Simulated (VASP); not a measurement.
# Si2Mo (P6_222) in VASP: notebook, part 2 of 2

VASP 6.6.1.

**3. Single point, PBEsol**

This run uses another cell than the first one, of 13.22 Å³/atom, 0.993 times its volume.

File INCAR:

```
PREC = Accurate
ENCUT = 500
EDIFF = 1E-6
ISMEAR = -1
SIGMA = 0.05
LREAL = F
LASPH = T
NELM = 120
ALGO = Normal
ISIF = 2
LWAVE = F
LCHARG = F
GGA = PS
NBANDS = 43
GGA_COMPAT = F
```

File KPOINTS:

```
regular mesh
0
Gamma
  7 7 4
```

File POSCAR:

```
Si2Mo
1.0
    4.5747238543      0.0000000000      0.0000000000
   -2.2873619272      3.9618270731      0.0000000000
    0.0000000000      0.0000000000      6.5659333655
Mo Si
3 6
Direct
    0.5000000000      0.5000000000      0.8333333333
    0.0000000000      0.5000000000      0.1666666667
    0.5000000000      0.0000000000      0.5000000000
    0.1641643860      0.3283287720      0.5000000000
    0.6716712280      0.8358356140      0.1666666667
    0.8358356140      0.1641643860      0.8333333333
    0.8358356140      0.6716712280      0.5000000000
    0.3283287720      0.1641643860      0.1666666667
    0.1641643860      0.8358356140      0.8333333333
```

Potentials or basis: VASP PAW PBE potentials, release 64 (Mo_sv, Si).

Run with:

```
cat potpaw_PBE.64/Mo_sv/POTCAR potpaw_PBE.64/Si/POTCAR > POTCAR
mpirun -np 1 vasp_std > vasp.out
```

OUTCAR:

```text
PREC = Accurate
   ENCUT = 500
   EDIFF = 1E-6
   ISMEAR = -1
   LREAL = F
   LASPH = T
   NELM = 120
   ISIF = 2
   GGA = PS

 ion  position               nearest neighbor table
   1  0.500  0.500  0.833-   4 2.56   7 2.56   5 2.56   8 2.56   9 2.63   6 2.63   9 2.63   6 2.63
                             6 2.66   9 2.66   3 3.17   3 3.17   2 3.17   2 3.17
   2  0.000  0.500  0.167-   4 2.56   7 2.56   6 2.56   9 2.56   8 2.63   5 2.63   5 2.63   8 2.63
                             5 2.66   8 2.66   3 3.17   3 3.17   1 3.17   1 3.17
   3  0.500  0.000  0.500-   6 2.56   9 2.56   8 2.56   5 2.56   4 2.63   7 2.63   7 2.63   4 2.63
[... 1332 lines left out ...]
  external PRESSURE =       3.9062319 kB  Pullay stress =       0.0000000 kB

 VOLUME and BASIS-vectors are now :
 -----------------------------------------------------------------------------
  energy-cutoff  :      500.00
  volume of cell :      119.00
      direct lattice vectors                 reciprocal lattice vectors
     4.574723854  0.000000000  0.000000000     0.218592429  0.126204398  0.000000000
    -2.287361927  3.961827073  0.000000000     0.000000000  0.252408796  0.000000000
     0.000000000  0.000000000  6.565933366     0.000000000  0.000000000  0.152301271

 POSITION                                       TOTAL-FORCE (eV/Angst)
 -----------------------------------------------------------------------------------
      1.14368      1.98091      5.47161        -0.000000      0.000000     -0.000000
     -1.14368      1.98091      1.09432        -0.000000      0.000000      0.000000
      2.28736      0.00000      3.28297        -0.000000      0.000000     -0.000000
     -0.00000      1.30078      3.28297         0.000000     -0.001778      0.000000
      1.16085      3.31144      1.09432         0.001540      0.000889     -0.000000
      3.44821      0.65039      5.47161         0.001540     -0.000889      0.000000
      2.28736      2.66105      3.28297        -0.000000      0.001778      0.000000
      1.12651      0.65039      1.09432        -0.001540     -0.000889      0.000000
     -1.16085      3.31144      5.47161        -0.001540      0.000889      0.000000
 -----------------------------------------------------------------------------------
    total drift:                                0.000000     -0.000000     -0.000001

  FREE ENERGIE OF THE ION-ELECTRON SYSTEM (eV)
  ---------------------------------------------------
  free  energy   TOTEN  =       -74.9877036562 eV

  energy  without entropy=      -74.9858701843  energy(sigma->0) =      -74.98678692
```

Wall time 44 s (1 thread of Intel Xeon 6975P-C (Granite Rapids), shared host); peak memory 0.28 GiB.

Results:

```
Free energy            : -74.9877 eV
Pressure               : 0.4 GPa
Band gap on the k mesh : 0.26 eV, indirect (least direct gap 0.63 eV)
```

Levels at points of the mesh, in eV from the valence-band top:
| k point | band 29 | band 30 | band 31 | band 32 | band 33 | band 34 | band 35 | band 36 | band 37 | band 38 |
| --- | --- | --- | --- | --- | --- | --- | --- | --- | --- | --- |
| (0.00, 0.00, 0.00) | -2.94 | -2.94 | -2.64 | -2.02 | -0.74 | 2.11 | 2.48 | 2.48 | 2.62 | 2.62 |
| (0.00, 0.00, 0.50) | -2.23 | -2.23 | -1.98 | -0.64 | -0.64 | 1.98 | 2.40 | 2.42 | 2.42 | 2.68 |

Caveat: the PAW data sets were made with another functional, which shifts forces and pressure a little. A k mesh can miss the band edges.

**4. Single point, PBEsol+U**

This run uses another cell than the first one, of 13.16 Å³/atom, 0.988 times its volume.

File INCAR:

```
ALGO = Normal
EDIFF = 1E-6
ENCUT = 500
GGA = PS
GGA_COMPAT = False
ISIF = 2
ISMEAR = -1
LASPH = True
LCHARG = False
LDAU = True
LDAUJ = 0 0
LDAUL = 2 -1
LDAUPRINT = 1
LDAUTYPE = 2
LDAUU = 4 0
LMAXMIX = 4
LREAL = False
LWAVE = False
NBANDS = 43
NELM = 200
PREC = Accurate
SIGMA = 0.05
```

File KPOINTS:

```
k-points
0
Gamma
  7 7 4
```

File POSCAR:

```
Si2Mo
1.0
    4.5681142404      0.0000000000      0.0000000000
   -2.2840571202      3.9561029796      0.0000000000
    0.0000000000      0.0000000000      6.5529007215
Mo Si
3 6
Direct
    0.5000000000      0.5000000000      0.8333333333
    0.0000000000      0.5000000000      0.1666666667
    0.5000000000      0.0000000000      0.5000000000
    0.1639976842      0.3279953684      0.5000000000
    0.6720046316      0.8360023158      0.1666666667
    0.8360023158      0.1639976842      0.8333333333
    0.8360023158      0.6720046316      0.5000000000
    0.3279953684      0.1639976842      0.1666666667
    0.1639976842      0.8360023158      0.8333333333
```

Run with:

```
cat potpaw_PBE.64/Mo_sv/POTCAR potpaw_PBE.64/Si/POTCAR > POTCAR
mpirun -np 1 vasp_std > vasp.out
```

Wall time 47 s (1 thread of Intel Xeon 6975P-C (Granite Rapids), shared host); peak memory 0.28 GiB.

It converged, with:

| Property | Result |
| --- | --- |
| Free energy | -60.4976 eV |
| Pressure | 3.8 GPa |
| Largest force | 0.052 eV/Å |
| Band gap on the k mesh | 0.59 eV, indirect (least direct gap 0.98 eV) |

Forces on the atoms (eV/Å):
```
Mo   0.000  0.000  0.000
Mo   0.000  0.000  0.000
Mo   0.000  0.000  0.000
Si   0.000 -0.052  0.000
Si   0.045  0.026  0.000
Si   0.045 -0.026  0.000
Si   0.000  0.052  0.000
Si  -0.045 -0.026  0.000
Si  -0.045  0.026  0.000
```

Stress tensor (GPa, compression positive):
```
3.89 0.00 0.00
0.00 3.89 0.00
0.00 0.00 3.76
```

Levels at points of the mesh, in eV from the valence-band top:
```
           k point  band 29  band 30  band 31  band 32  band 33  band 34  band 35  band 36  band 37  band 38
(0.00, 0.00, 0.00)    -2.79    -2.79    -2.49    -1.97    -0.82     2.59     2.60     2.60     2.75     2.81
(0.00, 0.00, 0.50)    -2.11    -2.11    -1.93    -0.65    -0.65     2.10     2.64     2.66     2.66     2.81
```

Eigenvalues of the final occupation matrices:
```
    site  spin  trace               eigenvalues
site 1 d     1   2.13  0.32 0.38 0.44 0.46 0.53
site 1 d     2   2.13  0.32 0.38 0.44 0.46 0.53
site 2 d     1   2.13  0.32 0.38 0.44 0.46 0.53
site 2 d     2   2.13  0.32 0.38 0.44 0.46 0.53
site 3 d     1   2.13  0.32 0.38 0.44 0.46 0.53
site 3 d     2   2.13  0.32 0.38 0.44 0.46 0.53
```

Caveat: the PAW data sets were made with another functional, which shifts forces and pressure a little; the U is typed as a test and isn't derived for this compound.

**5. Overview**

| level | U | cell | cutoff (eV) | gap on the mesh (eV) | pressure (GPa) | largest force (eV/Å) |
| --- | --- | --- | --- | --- | --- | --- |
| r2SCAN | - | a = 4.585, b = 4.585, c = 6.580 Å, angles 90.0, 90.0, 120.0°, 9 atoms | 520 | 0.37 | 0.2 | 0.01 |
| PBEsol | - | a = 4.575, b = 4.575, c = 6.566 Å, angles 90.0, 90.0, 120.0°, 9 atoms | 500 | 0.26 | 0.4 | - |
| PBEsol+U | Mo d U = 4.0 eV | a = 4.568, b = 4.568, c = 6.553 Å, angles 90.0, 90.0, 120.0°, 9 atoms | 500 | 0.59 | 3.8 | 0.05 |

Alike in all rows: task single point; potentials or basis VASP PAW PBE potentials, release 64 (Mo_sv, Si); no spin polarisation; k mesh 7 × 7 × 4; smearing fermi-dirac 0.05 eV.

Caveats: the PAW data sets were made with another functional, which shifts forces and pressure a little; the U is typed as a test and isn't derived for this compound (some runs).

Total energies depend on the potentials used, so only differences within one code and one set of settings carry meaning.
